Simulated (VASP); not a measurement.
# Mg3Sb2 (P-3m1) in VASP: settings compared, part 2 of 2

VASP 6.6.1. Earlier steps stand in the parts before.

### Step 3. Single point, LDA

This run uses another cell than the first one, of 24.95 Å³/atom.

INCAR

```
SYSTEM = Mg3Sb2
PREC = Accurate ; ENCUT = 600
EDIFF = 1E-6 ; ISMEAR = -1
SIGMA = 0.02 ; LREAL = .False.
LASPH = .True. ; NELM = 120
ALGO = Normal ; ISIF = 2
LWAVE = .False. ; LCHARG = .False.
NBANDS = 16 ; GGA_COMPAT = .False.
```

KPOINTS

```
Automatic mesh
0
Gamma
  6 6 4
  0 0 0
```

POSCAR

```
Mg3Sb2
1.0
    4.5019836164      0.0000000000      0.0000000000
   -2.2509918082      3.8988321792      0.0000000000
    0.0000000000      0.0000000000      7.1070719354
Mg Sb
3 2
Direct
    0.3333333333      0.6666666667      0.6324754406
    0.6666666667      0.3333333333      0.3675245594
    0.0000000000      0.0000000000      0.0000000000
    0.3333333333      0.6666666667      0.2246485392
    0.6666666667      0.3333333333      0.7753514608
```

Potentials or basis: VASP PAW LDA potentials, release 64 (Mg, Sb).

The run is started by

```
> cat potpaw_LDA.64/Mg/POTCAR potpaw_LDA.64/Sb/POTCAR > POTCAR
> mpirun -np 1 vasp_std > vasp.out
```

It took 82 s on 1 thread of Intel Xeon 8259CL, shared host; peak memory 0.24 GiB.

The run converged. Its results:

```
Free energy            : -17.0809 eV
Pressure               : 0.0 GPa
Largest force          : 0.026 eV/Å
Band gap on the k mesh : 0.15 eV (least direct gap 1.21 eV)
```

Forces on the atoms (eV/Å):
```
Mg   0.000  0.000 -0.002
Mg   0.000  0.000  0.002
Mg   0.000  0.000  0.000
Sb   0.000  0.000 -0.026
Sb   0.000  0.000  0.026
```

Levels at points of the mesh, in eV from the valence-band top:
```csv
k point,band 4,band 5,band 6,band 7,band 8,band 9,band 10,band 11,band 12,band 13
"(0.00, 0.00, 0.00)",-1.19,-1.19,-0.45,-0.45,0.00,1.21,1.21,3.02,3.02,3.84
"(0.50, 0.00, 0.00)",-3.96,-3.44,-2.46,-2.35,-0.96,0.29,1.97,2.10,2.76,5.08
"(0.00, 0.00, 0.50)",-3.18,-0.84,-0.84,-0.82,-0.82,1.75,1.91,2.67,2.67,3.51
"(0.50, 0.00, 0.50)",-4.83,-2.00,-1.76,-1.74,-1.64,0.44,1.24,1.70,2.10,4.59
```

Caveat: spin-orbit coupling is left out, which moves the levels of the heavy elements. A k mesh can miss the band edges.

### Step 4. Single point, PBEsol

This run uses another cell than the first one, of 25.76 Å³/atom.

INCAR

```
SYSTEM = Mg3Sb2
PREC = Accurate ; ENCUT = 600
EDIFF = 1E-6 ; ISMEAR = -1
SIGMA = 0.02 ; LREAL = .FALSE.
LASPH = .TRUE. ; NELM = 120
ALGO = Normal ; ISIF = 2
LWAVE = .FALSE. ; LCHARG = .FALSE.
GGA = PS ; NBANDS = 16
GGA_COMPAT = .FALSE.
```

KPOINTS

```
regular mesh
0
G
  6 6 4
  0 0 0
```

POSCAR

```
Mg3Sb2
1.0
    4.5543491157      0.0000000000      0.0000000000
   -2.2771745579      3.9441820319      0.0000000000
    0.0000000000      0.0000000000      7.1707299015
Mg Sb
3 2
Direct
    0.3333333333      0.6666666667      0.6328557411
    0.6666666667      0.3333333333      0.3671442589
    0.0000000000      0.0000000000      0.0000000000
    0.3333333333      0.6666666667      0.2240926947
    0.6666666667      0.3333333333      0.7759073053
```

Potentials or basis: VASP PAW PBE potentials, release 64 (Mg, Sb).

The run is started by

```
> cat potpaw_PBE.64/Mg/POTCAR potpaw_PBE.64/Sb/POTCAR > POTCAR
> mpirun -np 1 vasp_std > vasp.out
```

Run time: 84 s. Hardware: 1 thread of Intel Xeon 8259CL, shared host; peak memory 0.29 GiB.

Results (log left out):

- Free energy: -16.1480 eV
- Pressure: 0.1 GPa
- Largest force: 0.018 eV/Å
- Band gap on the k mesh: 0.17 eV (least direct gap 1.09 eV)

Forces in eV/Å, atoms in the order of the input:
```
Mg   0.000  0.000 -0.004
Mg   0.000  0.000  0.004
Mg   0.000  0.000  0.000
Sb   0.000  0.000 -0.018
Sb   0.000  0.000  0.018
```

Levels at points of the mesh, in eV from the valence-band top:
| k point | band 4 | band 5 | band 6 | band 7 | band 8 | band 9 | band 10 | band 11 | band 12 | band 13 |
| --- | --- | --- | --- | --- | --- | --- | --- | --- | --- | --- |
| (0.00, 0.00, 0.00) | -1.18 | -1.18 | -0.46 | -0.46 | 0.00 | 1.09 | 1.13 | 2.97 | 2.97 | 3.79 |
| (0.50, 0.00, 0.00) | -3.87 | -3.37 | -2.42 | -2.29 | -0.95 | 0.28 | 1.90 | 2.08 | 2.73 | 5.02 |
| (0.00, 0.00, 0.50) | -3.10 | -0.84 | -0.84 | -0.82 | -0.82 | 1.66 | 1.82 | 2.62 | 2.62 | 3.46 |
| (0.50, 0.00, 0.50) | -4.72 | -1.98 | -1.73 | -1.71 | -1.60 | 0.45 | 1.21 | 1.69 | 2.07 | 4.52 |

Caveat: the PAW data sets were made with another functional, which shifts forces and pressure a little; spin-orbit coupling is left out, which moves the levels of the heavy elements.

### Step 5. Single point, PBE

INCAR

```
PREC     = Accurate       # precision mode
ENCUT    = 600            # plane-wave cutoff, eV
EDIFF    = 1E-6           # SCF threshold, eV
ISMEAR   = -1             # smearing method
SIGMA    = 0.02           # smearing width, eV
LREAL    = False          # projectors in reciprocal space
LASPH    = True           # aspherical terms in the spheres
NELM     = 120            # most SCF steps
ALGO     = Normal         # electronic algorithm
ISIF     = 2              # what is computed and relaxed
LWAVE    = False          # write WAVECAR
LCHARG   = False          # write CHGCAR
GGA      = PE             # functional
NBANDS   = 16             # bands
GGA_COMPAT= False
```

KPOINTS

```
regular mesh
0
Gamma
  6 6 4
```

POSCAR

```
Mg3Sb2
1.0
    4.5696659248      0.0000000000      0.0000000000
   -2.2848329624      3.9574467777      0.0000000000
    0.0000000000      0.0000000000      7.2399975018
Mg Sb
3 2
Direct
    0.3333333333      0.6666666667      0.6336571752
    0.6666666667      0.3333333333      0.3663428248
    0.0000000000      0.0000000000      0.0000000000
    0.3333333333      0.6666666667      0.2287531118
    0.6666666667      0.3333333333      0.7712468882
```

The run is started by

```
> cat potpaw_PBE.64/Mg/POTCAR potpaw_PBE.64/Sb/POTCAR > POTCAR
> mpirun -np 1 vasp_std > vasp.out
```

Wall time 1.8 min (1 thread of Intel Xeon 8259CL, shared host); peak memory 0.31 GiB.

The run converged. Its results:

| Property | Result |
| --- | --- |
| Free energy | -14.6239 eV |
| Pressure | 0.9 GPa |
| Largest force | 0.177 eV/Å |
| Band gap on the k mesh | 0.24 eV (least direct gap 1.11 eV) |

Forces on the atoms (eV/Å):
```
Mg   0.000  0.000 -0.032
Mg   0.000  0.000  0.032
Mg   0.000  0.000  0.000
Sb   0.000  0.000 -0.177
Sb   0.000  0.000  0.177
```

Stress tensor (GPa, compression positive):
```
0.98 0.00 0.00
0.00 0.98 0.00
0.00 0.00 0.75
```

Levels at points of the mesh, in eV from the valence-band top:
```csv
k point,band 6,band 7,band 8,band 9,band 10,band 11
"(0.00, 0.00, 0.00)",-0.40,-0.40,0.00,1.11,1.23,3.04
"(0.50, 0.00, 0.00)",-2.30,-2.21,-0.91,0.40,1.96,2.14
"(0.00, 0.00, 0.50)",-0.80,-0.72,-0.72,1.78,1.88,2.72
"(0.50, 0.00, 0.50)",-1.67,-1.66,-1.53,0.44,1.32,1.73
```

Caveat: spin-orbit coupling is left out, which moves the levels of the heavy elements. A k mesh can miss the band edges.

### Step 6. Single point, LDA

INCAR

```
SYSTEM = Mg3Sb2
  PREC = Accurate
  ENCUT = 600
  EDIFF = 1E-6
  ISMEAR = 0
  SIGMA = 0.01
  LREAL = .FALSE.
  LASPH = .TRUE.
  NELM = 120
  ALGO = Normal
  ISIF = 2
  LWAVE = .FALSE.
  LCHARG = .FALSE.
  GGA = CA
  NBANDS = 16
  GGA_COMPAT = .FALSE.
```

KPOINTS

```
Automatic mesh
0
G
  6 6 4
  0 0 0
```

POSCAR is that of step 5.

Potentials or basis: VASP PAW LDA potentials, release 64 (Mg, Sb).

The run is started by

```
> cat potpaw_LDA.64/Mg/POTCAR potpaw_LDA.64/Sb/POTCAR > POTCAR
> mpirun -np 1 vasp_std > vasp.out
```

It took 1.8 min on 1 thread of Intel Xeon 8259CL, shared host; peak memory 0.26 GiB.

Results (log left out):

* Free energy: -17.0360 eV
* Pressure: -2.1 GPa
* Largest force: 0.079 eV/Å
* Band gap on the k mesh: 0.22 eV (least direct gap 1.00 eV)

Forces on the atoms (eV/Å):
```
Mg   0.000  0.000 -0.010
Mg   0.000  0.000  0.010
Mg   0.000  0.000  0.000
Sb   0.000  0.000 -0.079
Sb   0.000  0.000  0.079
```

Levels at points of the mesh, in eV from the valence-band top:
| k point | band 5 | band 6 | band 7 | band 8 | band 9 | band 10 | band 11 | band 12 |
| --- | --- | --- | --- | --- | --- | --- | --- | --- |
| (0.00, 0.00, 0.00) | -1.08 | -0.39 | -0.39 | 0.00 | 1.00 | 1.18 | 3.04 | 3.04 |
| (0.50, 0.00, 0.00) | -3.22 | -2.28 | -2.21 | -0.90 | 0.37 | 1.93 | 2.11 | 2.83 |
| (0.00, 0.00, 0.50) | -0.79 | -0.79 | -0.71 | -0.71 | 1.74 | 1.79 | 2.72 | 2.72 |
| (0.50, 0.00, 0.50) | -1.82 | -1.67 | -1.65 | -1.52 | 0.38 | 1.31 | 1.70 | 2.23 |

Caveat: spin-orbit coupling is left out, which moves the levels of the heavy elements. A k mesh can miss the band edges.

### Step 7. Summary

```tsv
level	potentials or basis	cell	k mesh	smearing	gap on the mesh (eV)	pressure (GPa)	largest force (eV/Å)
PBE	VASP PAW PBE potentials, release 64 (Mg, Sb)	a = 4.570, b = 4.570, c = 7.240 Å, angles 90.0, 90.0, 120.0°, 5 atoms, atomic positions A	6 × 6 × 2	gaussian 0.01 eV	0.24	0.9	0.18
LDA	VASP PAW LDA potentials, release 64 (Mg, Sb)	a = 4.502, b = 4.502, c = 7.107 Å, angles 90.0, 90.0, 120.0°, 5 atoms, atomic positions B	6 × 6 × 4	fermi-dirac 0.02 eV	0.15	0.0	0.03
PBEsol	VASP PAW PBE potentials, release 64 (Mg, Sb)	a = 4.554, b = 4.554, c = 7.171 Å, angles 90.0, 90.0, 120.0°, 5 atoms, atomic positions B	6 × 6 × 4	fermi-dirac 0.02 eV	0.17	0.1	0.02
PBE	VASP PAW PBE potentials, release 64 (Mg, Sb)	a = 4.570, b = 4.570, c = 7.240 Å, angles 90.0, 90.0, 120.0°, 5 atoms, atomic positions A	6 × 6 × 4	fermi-dirac 0.02 eV	0.24	0.9	0.18
LDA	VASP PAW LDA potentials, release 64 (Mg, Sb)	a = 4.570, b = 4.570, c = 7.240 Å, angles 90.0, 90.0, 120.0°, 5 atoms, atomic positions A	6 × 6 × 4	gaussian 0.01 eV	0.22	-2.1	0.08
```

Alike in all rows: task single point; no spin polarisation; cutoff (eV) 600.

Caveats: some runs use coarse meshes; spin-orbit coupling is left out, which moves the levels of the heavy elements; the PAW data sets were made with another functional, which shifts forces and pressure a little (at least some runs).

Absolute energies hang on the potentials; compare differences alone.
